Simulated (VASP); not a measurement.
# Zr3Si2F (R-3m) in VASP: single point with PBE

Aim: the single point of Zr3Si2F with PBE.

Everything below comes from runs of VASP 6.6.1. Logs are shortened: lines on timing, memory, paths and dates and some standing lists are left out, and cuts for length are marked.

**1. The cell of the first run**

It takes space group R-3m (No. 166, trigonal). The conventional cell has a = 5.985 Å, b = 5.985 Å, c = 9.903 Å, α = 90.00°, β = 90.00°, γ = 120.00°. Within 3.3 Å of Zr (site symmetry 2/m) lie 2 F at 2.39 Å and 6 Si at 2.77 to 3.20 Å and 4 Zr at 2.99 Å. Si (site symmetry 3m) has 1 Si at 2.28 Å and 3 Zr at 2.77 Å within 3.0 Å. F (site symmetry -3m) has 6 Zr at 2.39 Å within 3.2 Å.

**2. Single point, PBE**

File INCAR:

```
SYSTEM = Zr3Si2F
PREC = Accurate ; ENCUT = 520
EDIFF = 1E-6 ; ISMEAR = 0
SIGMA = 0.1 ; LREAL = .False.
LASPH = .True. ; NELM = 80
ALGO = Normal ; ISIF = 2
LWAVE = .False. ; LCHARG = .False.
GGA = PE ; NBANDS = 34
```

File KPOINTS:

```
regular mesh
0
Gamma
  12 12 12
  0 0 0
```

File POSCAR:

```
Zr3Si2F
1.0
    2.9925979319      1.7277772215      3.3008546173
   -2.9925979319      1.7277772215      3.3008546173
    0.0000000000     -3.4555544431      3.3008546173
Zr Si F
3 2 1
Direct
    0.5000000000      0.0000000000      0.5000000000
    0.0000000000      0.5000000000      0.5000000000
    0.5000000000      0.5000000000      0.0000000000
    0.1149113462      0.1149113462      0.1149113462
    0.8850886538      0.8850886538      0.8850886538
    0.5000000000      0.5000000000      0.5000000000
```

Potentials or basis: VASP PAW PBE potentials, release 64 (Zr_sv, Si, F).

The run is started by

```sh
> cat potpaw_PBE.64/Zr_sv/POTCAR potpaw_PBE.64/Si/POTCAR potpaw_PBE.64/F/POTCAR > POTCAR
> mpirun -np 1 vasp_std > vasp.out
```

OUTCAR:

```text
SYSTEM = Zr3Si2F
   PREC = Accurate
   ENCUT = 520
   EDIFF = 1E-6
   ISMEAR = 0
   LREAL = .False.
   LASPH = .True.
   NELM = 80
   ISIF = 2
   GGA = PE

 ion  position               nearest neighbor table
   1  0.500  0.000  0.500-   6 2.39   6 2.39   4 2.77   5 2.77   3 2.99   3 2.99   2 2.99   2 2.99
                             4 3.20   5 3.20   5 3.20   4 3.20   2 3.73   2 3.73   3 3.73   3 3.73
   2  0.000  0.500  0.500-   6 2.39   6 2.39   4 2.77   5 2.77   3 2.99   3 2.99   1 2.99   1 2.99
                             5 3.20   4 3.20   5 3.20   4 3.20   1 3.73   1 3.73   3 3.73   3 3.73
   3  0.500  0.500  0.000-   6 2.39   6 2.39   4 2.77   5 2.77   2 2.99   1 2.99   1 2.99   2 2.99
                             4 3.20   5 3.20   4 3.20   5 3.20   1 3.73   1 3.73   2 3.73   2 3.73
   4  0.115  0.115  0.115-   5 2.28   3 2.77   1 2.77   2 2.77   2 3.20   1 3.20   1 3.20   2 3.20
                             3 3.20   3 3.20
   5  0.885  0.885  0.885-   4 2.28   3 2.77   1 2.77   2 2.77   1 3.20   2 3.20   1 3.20   2 3.20
                             3 3.20   3 3.20
   6  0.500  0.500  0.500-   1 2.39   2 2.39   1 2.39   2 2.39   3 2.39   3 2.39

  LATTYP: Found a trigonal (rhomboedric) cell.
 ALAT       =     4.7787548288
 COS(alpha) =     0.2156728677

  Lattice vectors:

 A1 = (   2.9925979319,   1.7277772215,   3.3008546173)
 A2 = (  -2.9925979319,   1.7277772215,   3.3008546173)
 A3 = (   0.0000000000,  -3.4555544431,   3.3008546173)

Analysis of symmetry for initial positions (statically):
=====================================================================
 Subroutine PRICEL returns:
 Original cell was already a primitive cell.

 Routine SETGRP: Setting up the symmetry group for a
 trigonal (rhombohedral) supercell.

 Subroutine GETGRP returns: Found 12 space group operations
 (whereof 12 operations were pure point group operations)
 out of a pool of 12 trial point group operations.

The static configuration has the point symmetry D_3d.

Analysis of symmetry for dynamics (positions and initial velocities):
=====================================================================
 Subroutine PRICEL returns:
 Original cell was already a primitive cell.

 Routine SETGRP: Setting up the symmetry group for a
 trigonal (rhombohedral) supercell.

 Subroutine GETGRP returns: Found 12 space group operations
 (whereof 12 operations were pure point group operations)
 out of a pool of 12 trial point group operations.

The dynamic configuration has the point symmetry D_3d.

 Subroutine INISYM returns: Found 12 space group operations
 (whereof 12 operations are pure point group operations),
 and found     1 'primitive' translations

----------------------------------------------------------------------------------------

[... 109 lines left out ...]
   TEBEG  =    0.0;   TEEND  =   0.0 temperature during run
   PSTRESS=    0.0 pullay stress
   NELECT =      51.0000    total number of electrons
   NUPDOWN=      -1.0000    fix difference up-down
   EMIN   =  10.00;   EMAX   =-10.00  energy-range for DOS
   EFERMI =   0.00;   METHOD = LEGACY
   ISMEAR =     0;   SIGMA  =   0.10  broadening in eV -4-tet -1-fermi 0-gaus
   EFERMI_NEDOS =   21; number of points for ismear=-14 and -15
   IALGO  =     38    algorithm
   IMIX   =      4    mixing-type and parameters
     AMIX     =   0.40;   BMIX     =  1.00
     AMIX_MAG =   1.60;   BMIX_MAG =  1.00
  volume/ion in A,a.u.               =      17.07       115.18
  Fermi-wavevector in a.u.,A,eV,Ry     =   1.297658  2.452218 22.911078  1.683917
  Thomas-Fermi vector in A             =   2.429037
   LORBIT       =      0    0 simple, 1 ext, 2 COOP (PROOUT), +10 PAW based schemes
   GGA     = PE    functional components
   LHFCALC =     F    Hartree Fock is set to
   AEXX    =    0.0000 exact exchange contribution
   IVDW    =     0    specifies the selected vdW correction
   LEPSILON=     F    determine dielectric tensor
   LRPA    =     F    only Hartree local field effects (RPA)
 non-spin polarized calculation
 Gauss-broadening in eV      SIGMA  =   0.10
  energy-cutoff  :      520.00
  volume of cell :      102.40
 maximum number of plane-waves:      2779
   NGX = 17   NGY = 17   NGZ = 17

 number of electron      51.0000021 magnetization

 Free energy of the ion-electron system (eV)
  ---------------------------------------------------
  ext. energy  EPLUGINS =         0.00000000
  ---------------------------------------------------
  free energy    TOTEN  =       -42.90797397 eV

  energy without entropy =      -42.89556931  energy(sigma->0) =      -42.90177164

 E-fermi :   9.6993     XC(G=0): -11.2599

 val. band max:        9.6969002208   @ k =  -0.4167   0.1667   0.0833
 cond. band min:       9.7046118453   @ k =   0.5000   0.3333   0.0833
 fundamental gap:      0.0077116246
 Fermi energy:         9.6993302386

 k-point     1 :       0.0000    0.0000    0.0000
  band No.  band energies     occupation
      1     -39.5139      2.00000
      2     -39.3410      2.00000
      3     -39.3410      2.00000
      4     -18.2929      2.00000
      5     -17.8099      2.00000
      6     -17.8099      2.00000
[... 877 lines left out ...]
     33      12.3310      0.00000
     34      12.8619      0.00000

 [... further k-points ...]

------------------------ aborting loop because EDIFF is reached ----------------------------------------

  FORCE on cell =-STRESS in cart. coord.  units (eV):
  Direction    XX          YY          ZZ          XY          YZ          ZX
  --------------------------------------------------------------------------------------
  -------------------------------------------------------------------------------------
  Total        0.0192035      0.0192035      0.0011167      0.0000000     -0.0000000      0.0000000
  in kB        0.3004530      0.3004530      0.0174724      0.0000000     -0.0000000      0.0000000
  external PRESSURE =       0.2061261 kB  Pullay stress =       0.0000000 kB

 VOLUME and BASIS-vectors are now :
 -----------------------------------------------------------------------------
  energy-cutoff  :      520.00
  volume of cell :      102.40
      direct lattice vectors                 reciprocal lattice vectors
     2.992597932  1.727777222  3.300854617     0.167078910  0.096463054  0.100983949
    -2.992597932  1.727777222  3.300854617    -0.167078910  0.096463054  0.100983949
     0.000000000 -3.455554443  3.300854617     0.000000000 -0.192926107  0.100983949

 POSITION                                       TOTAL-FORCE (eV/Angst)
 -----------------------------------------------------------------------------------
      1.49630     -0.86389      3.30085        -0.000000      0.000000      0.000000
     -1.49630     -0.86389      3.30085        -0.000000     -0.000000      0.000000
      0.00000      1.72778      3.30085        -0.000000      0.000000      0.000000
      0.00000     -0.00000      1.13792        -0.000000      0.000000     -0.015580
      0.00000     -0.00000      8.76465        -0.000000     -0.000000      0.015580
      0.00000     -0.00000      4.95128         0.000000     -0.000000      0.000000
 -----------------------------------------------------------------------------------
    total drift:                               -0.000000     -0.000000      0.000000

  FREE ENERGIE OF THE ION-ELECTRON SYSTEM (eV)
  ---------------------------------------------------
  free  energy   TOTEN  =       -42.9079739721 eV

  energy  without entropy=      -42.8955693123  energy(sigma->0) =      -42.90177164
```

OSZICAR:

```text
N       E                     dE             d eps       ncg     rms          rms(c)
DAV:   1     0.447677582063E+03    0.44768E+03   -0.26249E+04 12852   0.145E+03
DAV:   2    -0.808874195583E+01   -0.45577E+03   -0.44446E+03 14856   0.405E+02
DAV:   3    -0.431653138438E+02   -0.35077E+02   -0.34460E+02 20310   0.912E+01
DAV:   4    -0.456493688466E+02   -0.24841E+01   -0.24712E+01 18840   0.215E+01
DAV:   5    -0.457330108497E+02   -0.83642E-01   -0.83612E-01 18184   0.370E+00    0.224E+01
DAV:   6    -0.429701579789E+02    0.27629E+01   -0.10209E+01 15516   0.148E+01    0.923E+00
DAV:   7    -0.429135022965E+02    0.56656E-01   -0.13952E+00 20480   0.490E+00    0.365E+00
DAV:   8    -0.429067949880E+02    0.67073E-02   -0.11748E-01 16288   0.168E+00    0.929E-01
DAV:   9    -0.429076105418E+02   -0.81555E-03   -0.15144E-02 17240   0.684E-01    0.291E-01
DAV:  10    -0.429079344414E+02   -0.32390E-03   -0.24727E-03 19028   0.317E-01    0.994E-02
DAV:  11    -0.429079768603E+02   -0.42419E-04   -0.13346E-04 18376   0.743E-02    0.256E-02
DAV:  12    -0.429079733785E+02    0.34818E-05   -0.15213E-05 16530   0.261E-02    0.454E-03
DAV:  13    -0.429079739721E+02   -0.59360E-06   -0.14232E-06 11608   0.779E-03
   1 F= -.42907974E+02 E0= -.42901772E+02  d E =-.124047E-01
```

Wall time 4.4 min (1 thread of AMD EPYC 9R45 (Zen 5), shared host); peak memory 0.57 GiB.

Results:

* Free energy: -42.9080 eV
* Pressure: 0.0 GPa
* Largest force: 0.016 eV/Å
* Band gap on the k mesh: zero (an odd number of electrons rules out a gap without spin polarisation)

Forces in eV/Å, atoms in the order of the input:
```
Zr   0.000  0.000  0.000
Zr   0.000  0.000  0.000
Zr   0.000  0.000  0.000
Si   0.000  0.000 -0.016
Si   0.000  0.000  0.016
F    0.000  0.000  0.000
```

Levels at points of the mesh, in eV from the Fermi level:
```
           k point  band 24  band 25  band 26  band 27  band 28  band 29
(0.00, 0.00, 0.00)    -1.90    -1.41    -1.41    -0.04     1.57     2.18
(0.50, 0.00, 0.00)    -0.22     0.05     0.47     0.51     0.78     0.86
(0.50, 0.50, 0.00)    -0.42    -0.12     0.52     0.55     1.04     1.13
(0.50, 0.50, 0.50)    -0.68    -0.68    -0.31     1.37     1.37     1.66
```

Caveat: an odd number of electrons without spin polarisation forces a metal; a magnetic or distorted state may lie lower.
